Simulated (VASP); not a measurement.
# MgI2 in VASP: further runs, part 2 of 2

VASP 6.6.1. Earlier steps stand in the parts before.

## Step 3: Single point, PBE+D3(BJ)

This run uses another cell than the first one, of 108.79 Å³/atom, 1.057 times its volume.

INCAR reads:

```
SYSTEM = MgI2
ALGO = Normal
DIPOL = 0.5 0.5 0.271
EDIFF = 1E-6
ENCUT = 520
GGA = PE
IDIPOL = 3
ISIF = 2
ISMEAR = 0
IVDW = 12
LASPH = .TRUE.
LCHARG = .TRUE.
LDIPOL = .TRUE.
LELF = .TRUE.
LREAL = .FALSE.
LVACPOTAV = .TRUE.
LVHAR = .TRUE.
LWAVE = .FALSE.
NBANDS = 25
NELM = 60
PREC = Accurate
SIGMA = 0.02
```

KPOINTS reads:

```
k-points
0
G
  6 6 1
  0 0 0
```

POSCAR reads:

```
MgI2
1.0
    4.1291188703      0.0000000000      0.0000000000
   -2.0645594352      3.5759218369      0.0000000000
    0.0000000000      0.0000000000     44.2065077502
Mg I
2 4
Direct
    0.0000000000      0.0000000000      0.1937108990
    0.3333333333      0.6666666667      0.3491955920
    0.3333333333      0.6666666667      0.2316594064
    0.6666666667      0.3333333333      0.1556767468
    0.6666666667      0.3333333333      0.3872297441
    0.0000000000      0.0000000000      0.3112470845
```

Potentials or basis: VASP PAW PBE potentials, release 64 (Mg, I).

Started as:

```
$ cat potpaw_PBE.64/Mg/POTCAR potpaw_PBE.64/I/POTCAR > POTCAR
$ mpirun -np 1 vasp_std > vasp.out
```

OUTCAR:

```text
SYSTEM = MgI2
   EDIFF = 1E-6
   ENCUT = 520
   GGA = PE
   ISIF = 2
   ISMEAR = 0
   IVDW = 12
   LASPH = .TRUE.
   LREAL = .FALSE.
   NELM = 60
   PREC = Accurate
 IVDW          = 12

 ion  position               nearest neighbor table
   1  0.000  0.000  0.194-   3 2.92   3 2.92   3 2.92   4 2.92   4 2.92   4 2.92
   2  0.333  0.667  0.349-   6 2.92   6 2.92   6 2.92   5 2.92   5 2.92   5 2.92
   3  0.333  0.667  0.232-   1 2.92   1 2.92   1 2.92
   4  0.667  0.333  0.156-   1 2.92   1 2.92   1 2.92
   5  0.667  0.333  0.387-   2 2.92   2 2.92   2 2.92
   6  0.000  0.000  0.311-   2 2.92   2 2.92   2 2.92

  LATTYP: Found a hexagonal cell.
 ALAT       =     4.1291188703
 C/A-ratio  =    10.7060390216

  Lattice vectors:

 A1 = (   4.1291188703,   0.0000000000,   0.0000000000)
 A2 = (  -2.0645594352,   3.5759218369,   0.0000000000)
 A3 = (   0.0000000000,   0.0000000000,  44.2065077502)

Analysis of symmetry for initial positions (statically):
=====================================================================
 Subroutine PRICEL returns:
 Original cell was already a primitive cell.

[... 174 lines left out ...]
  band No.  band energies     occupation
      1     -15.6404      2.00000
      2     -15.5529      2.00000
      3     -15.1107      2.00000
      4     -15.0118      2.00000
      5      -6.9833      2.00000
      6      -6.5441      2.00000
[... 185 lines left out ...]
     24       4.3633      0.00000
     25       4.5181      0.00000

------------------------ aborting loop because EDIFF is reached ----------------------------------------

 vacuum level on the upper side and lower side of the slab       (xc-potential included)        -0.112        -0.112

 Edisp (eV)   -1.63669

 E8    (eV) :    -0.7536

  FORCE on cell =-STRESS in cart. coord.  units (eV):
  Direction    XX          YY          ZZ          XY          YZ          ZX
  --------------------------------------------------------------------------------------
  -------------------------------------------------------------------------------------
  Total      -0.08249    -0.08249    -0.07278     0.00000     0.00000     0.00000
  in kB      -0.20248    -0.20248    -0.17865     0.00000     0.00000     0.00000
  external pressure =       -0.19 kB  Pullay stress =        0.00 kB

 VOLUME and BASIS-vectors are now :
 -----------------------------------------------------------------------------
  energy-cutoff  :      520.00
  volume of cell :      652.73
      direct lattice vectors                 reciprocal lattice vectors
     4.129118870  0.000000000  0.000000000     0.242182420  0.139824085  0.000000000
    -2.064559435  3.575921837  0.000000000     0.000000000  0.279648171  0.000000000
     0.000000000  0.000000000 44.206507750     0.000000000  0.000000000  0.022621104

 POSITION                                       TOTAL-FORCE (eV/Angst)
 -----------------------------------------------------------------------------------
      0.00000      0.00000      8.56328         0.000000     -0.000000     -0.001886
     -0.00000      2.38395     15.43672        -0.000000      0.000000      0.001886
     -0.00000      2.38395     10.24085        -0.000000     -0.000000     -0.007715
      2.06456      1.19197      6.88193        -0.000000      0.000000      0.010658
      2.06456      1.19197     17.11807         0.000000     -0.000000     -0.010658
      0.00000      0.00000     13.75915         0.000000     -0.000000      0.007715
 -----------------------------------------------------------------------------------
    total drift:                               -0.000000      0.000000     -0.000022

  FREE ENERGIE OF THE ION-ELECTRON SYSTEM (eV)
  ---------------------------------------------------
  free  energy   TOTEN  =       -17.0423877615 eV

  energy  without entropy=      -17.0423877615  energy(sigma->0) =      -17.04238776

 vacuum level on the upper side and lower side of the slab         2.698         2.698
```

stdout:

```text
POSCAR found type information on POSCAR MgI
 POSCAR found :  2 types and       6 ions
 scaLAPACK will be used
 LDA part: xc-table for (Slater+PW92), standard interpolation
 POSCAR, INCAR and KPOINTS ok, starting setup
 FFT: planning ... GRIDC
 FFT: planning ... GRID_SOFT
 FFT: planning ... GRID
 WAVECAR not read
 entering main loop
```

Wall time 3.6 min (1 thread of Intel Xeon Platinum 8488C (Sapphire Rapids), shared host); peak memory 0.71 GiB.

What came out:

| Quantity | Value |
| --- | --- |
| Free energy | -17.0424 eV |
| Largest force | 0.011 eV/Å |
| Band gap on the k mesh | 3.44 eV, indirect (least direct gap 3.88 eV) |
| Dispersion energy per atom | -0.273 eV |
| Ionisation potential of the upper face | 6.33 eV |

Forces on the atoms (eV/Å):
```
Mg   0.000  0.000 -0.002
Mg   0.000  0.000  0.002
I    0.000  0.000 -0.008
I    0.000  0.000  0.011
I    0.000  0.000 -0.011
I    0.000  0.000  0.008
```

Caveat: spin-orbit coupling is left out, which moves the levels of the heavy elements.

## Step 4: Single point, PBE+D3(BJ)

This run uses another cell than the first one, of 108.79 Å³/atom, 1.057 times its volume.

INCAR reads:

```
PREC = Accurate
ENCUT = 520
EDIFF = 1E-6
ISMEAR = 0
SIGMA = 0.02
LREAL = False
LASPH = True
NELM = 100
ALGO = Normal
ISIF = 2
LWAVE = False
LCHARG = True
LDIPOL = True
IDIPOL = 3
DIPOL = 0.5 0.5 0.271
GGA = PE
IVDW = 12
LELF = True
LVHAR = True
LVACPOTAV = True
NBANDS = 25
```

KPOINTS reads:

```
Automatic mesh
0
Gamma
  6 6 1
```

POSCAR is that of step 3.

Started as:

```
$ cat potpaw_PBE.64/Mg/POTCAR potpaw_PBE.64/I/POTCAR > POTCAR
$ mpirun -np 1 vasp_std > vasp.out
```

Wall time 3.4 min (1 thread of Intel Xeon Platinum 8488C (Sapphire Rapids), shared host); peak memory 0.71 GiB.

The run converged. Its results:

* Free energy: -17.0424 eV
* Largest force: 0.011 eV/Å
* Band gap on the k mesh: 3.44 eV, indirect (least direct gap 3.88 eV)
* Dispersion energy per atom: -0.273 eV
* Ionisation potential of the upper face: 6.33 eV

Forces on the atoms (eV/Å):
```
Mg   0.000  0.000 -0.002
Mg   0.000  0.000  0.002
I    0.000  0.000 -0.008
I    0.000  0.000  0.011
I    0.000  0.000 -0.011
I    0.000  0.000  0.008
```

Levels at points of the mesh, in eV from the valence-band top:
```
           k point  band 13  band 14  band 15  band 16  band 17  band 18  band 19  band 20
(0.00, 0.00, 0.00)    -0.05    -0.05     0.00     0.00     3.94     4.42     4.87     4.95
(0.50, 0.00, 0.00)    -0.99    -0.58    -0.56    -0.44     3.44     3.74     5.25     5.31
```

Caveat: spin-orbit coupling is left out, which moves the levels of the heavy elements.

## Step 5: Single point, PBE+D3(BJ)

This run uses another cell than the first one, of 108.78 Å³/atom, 1.057 times its volume.

INCAR reads:

```
SYSTEM = MgI2
  ALGO = Normal
  DIPOL = 0.5 0.5 0.271
  EDIFF = 1E-6
  ENCUT = 520
  GGA = PE
  IDIPOL = 3
  ISIF = 2
  ISMEAR = 0
  IVDW = 12
  LASPH = .True.
  LCHARG = .False.
  LDIPOL = .True.
  LREAL = .False.
  LWAVE = .False.
  NBANDS = 25
  NELM = 100
  PREC = Accurate
  SIGMA = 0.01
```

KPOINTS reads:

```
k-points
0
Gamma
  6 6 1
  0 0 0
```

POSCAR reads:

```
MgI2
1.0
    4.1290589975      0.0000000000      0.0000000000
   -2.0645294988      3.5758699855      0.0000000000
    0.0000000000      0.0000000000     44.2065077502
Mg I
2 4
Direct
    0.0000000000      0.0000000000      0.1937457056
    0.3333333333      0.6666666667      0.3491607853
    0.3333333333      0.6666666667      0.2317007131
    0.6666666667      0.3333333333      0.1557174289
    0.6666666667      0.3333333333      0.3871890620
    0.0000000000      0.0000000000      0.3112057778
```

Started as:

```
$ cat potpaw_PBE.64/Mg/POTCAR potpaw_PBE.64/I/POTCAR > POTCAR
$ mpirun -np 1 vasp_std > vasp.out
```

Wall time 3.3 min (1 thread of Intel Xeon Platinum 8488C (Sapphire Rapids), shared host); peak memory 0.75 GiB.

The run converged. Its results:

- Free energy: -17.0424 eV
- Largest force: 0.010 eV/Å
- Band gap on the k mesh: 3.44 eV, indirect (least direct gap 3.88 eV)
- Dispersion energy per atom: -0.273 eV

Forces in eV/Å, atoms in the order of the input:
```
Mg   0.000  0.000  0.000
Mg   0.000  0.000  0.000
I    0.000  0.000 -0.010
I    0.000  0.000  0.010
I    0.000  0.000 -0.010
I    0.000  0.000  0.010
```

Levels at points of the mesh, in eV from the valence-band top:
```csv
k point,band 13,band 14,band 15,band 16,band 17,band 18,band 19,band 20
"(0.00, 0.00, 0.00)",-0.06,-0.06,0.00,0.00,3.94,4.42,4.87,4.95
"(0.50, 0.00, 0.00)",-0.99,-0.58,-0.57,-0.44,3.44,3.74,5.25,5.31
```

Caveat: spin-orbit coupling is left out, which moves the levels of the heavy elements.

## Step 6: Single point, PBE+D3(BJ)

This run uses another cell than the first one, of 108.79 Å³/atom, 1.057 times its volume.

INCAR reads:

```
SYSTEM = MgI2
PREC = Accurate ; ENCUT = 520
EDIFF = 1E-7 ; ISMEAR = 0
SIGMA = 0.01 ; LREAL = .False.
LASPH = .True. ; NELM = 80
ALGO = Normal ; ISIF = 2
LWAVE = .False. ; LCHARG = .True.
LDIPOL = .True. ; IDIPOL = 3
DIPOL = 0.5 0.5 0.271 ; GGA = PE
IVDW = 12 ; LELF = .True.
LVHAR = .True. ; LVACPOTAV = .True.
NBANDS = 25
```

KPOINTS reads:

```
Automatic mesh
0
Gamma
  6 6 1
  0 0 0
```

POSCAR reads:

```
MgI2
1.0
    4.1291188703      0.0000000000      0.0000000000
   -2.0645594352      3.5759218369      0.0000000000
    0.0000000000      0.0000000000     44.2065077502
Mg I
2 4
Direct
    0.0000000000      0.0000000000      0.1937108990
    0.3333333333      0.6666666667      0.3491955920
    0.3333333333      0.6666666667      0.2316594064
    0.6666666667      0.3333333333      0.1556767468
    0.6666666667      0.3333333333      0.3872297441
    0.0000000000      0.0000000000      0.3112470845
```

Potentials or basis: VASP PAW PBE potentials, release 64 (Mg, I).

Started as:

```
$ cat potpaw_PBE.64/Mg/POTCAR potpaw_PBE.64/I/POTCAR > POTCAR
$ mpirun -np 1 vasp_std > vasp.out
```

Run time: 4.3 min. Hardware: 1 thread of Intel Xeon Platinum 8488C (Sapphire Rapids), shared host; peak memory 0.71 GiB.

The run converged. Its results:

| Quantity | Value |
| --- | --- |
| Free energy | -17.0424 eV |
| Largest force | 0.011 eV/Å |
| Band gap on the k mesh | 3.44 eV, indirect (least direct gap 3.88 eV) |
| Dispersion energy per atom | -0.273 eV |
| Ionisation potential of the upper face | 6.33 eV |

Forces in eV/Å, atoms in the order of the input:
```
Mg   0.000  0.000 -0.002
Mg   0.000  0.000  0.002
I    0.000  0.000 -0.008
I    0.000  0.000  0.011
I    0.000  0.000 -0.011
I    0.000  0.000  0.008
```

Levels at points of the mesh, in eV from the valence-band top:
```
           k point  band 14  band 15  band 16  band 17  band 18  band 19
(0.00, 0.00, 0.00)    -0.05     0.00     0.00     3.94     4.42     4.87
(0.50, 0.00, 0.00)    -0.58    -0.56    -0.44     3.44     3.74     5.25
```

Caveat: spin-orbit coupling is left out, which moves the levels of the heavy elements.

## Step 7: Summary

```tsv
cell	smearing	gap on the mesh (eV)	largest force (eV/Å)
a = 4.128, b = 4.128, c = 41.840 Å, angles 90.0, 90.0, 120.0°, 6 atoms	gaussian 0.02 eV	3.43	0.03
a = 4.129, b = 4.129, c = 44.207 Å, angles 90.0, 90.0, 120.0°, 6 atoms	gaussian 0.02 eV	3.44	0.01
a = 4.129, b = 4.129, c = 44.207 Å, angles 90.0, 90.0, 120.0°, 6 atoms	gaussian 0.01 eV	3.44	0.01
```

Some of these runs hold the atoms at other places in the same cell, which the table doesn't show; runs alike in all that it shows share one row.

Alike in all rows: task single point; level PBE+D3(BJ); potentials or basis VASP PAW PBE potentials, release 64 (Mg, I); no spin polarisation; k mesh 6 × 6 × 1; cutoff (eV) 520.

Caveats: spin-orbit coupling is left out, which moves the levels of the heavy elements.

Total energies depend on the potentials used, so only differences within one code and one set of settings carry meaning.
